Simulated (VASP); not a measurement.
Crystal: CsSnI3.

```
CELL_PARAMETERS angstrom
6.20570 0.00000 0.00000
0.00000 6.20570 0.00000
0.00000 0.00000 6.20570
ATOMIC_POSITIONS crystal
Cs 0.00000 0.00000 0.00000
I 0.50000 0.50000 0.00000
I 0.50000 0.00000 0.50000
I 0.00000 0.50000 0.50000
Sn 0.50000 0.50000 0.50000
```

```yaml
Program: VASP 6.6.1
Task: relaxation of cell and atoms
Functional: b88 exchange, pbe correlation
Potentials_or_basis: VASP PAW PBE potentials, release 64 (Cs_sv, I, Sn_d)
Cutoff: 500 eV
k_mesh: 5 × 5 × 5
Occupations: fermi-dirac, width 0.05 eV
Spin: no spin polarisation
```

At the start: pressure 0.7 GPa; volume 47.80 Å³/atom.

**Question.** How do energy, volume and symmetry change on relaxing?

**Answer.** Over 3 steps the energy falls by 4.1 meV/atom and the volume is 49.87 Å³/atom (+4.3 %); space group Pm-3m (No. 221, to 0.1 Å) before and after.

Step by step:
| step | energy change (eV) | largest force (eV/Å) | pressure (GPa) | volume (Å³) |
| --- | --- | --- | --- | --- |
| 1 | 0.0000 | 0.0000 | 0.66 | 238.99 |
| 2 | -0.0182 | 0.0000 | 0.20 | 245.88 |
| 3 | -0.0203 | 0.0000 | -0.01 | 249.36 |

Final structure:
```
CELL_PARAMETERS angstrom
6.29420 0.00000 0.00000
0.00000 6.29420 0.00000
0.00000 0.00000 6.29420
ATOMIC_POSITIONS crystal
Cs 0.00000 0.00000 0.00000
I 0.50000 0.50000 0.00000
I 0.50000 0.00000 0.50000
I 0.00000 0.50000 0.50000
Sn 0.50000 0.50000 0.50000
```

Caveat: the PAW data sets were made with another functional, which shifts forces and pressure a little.
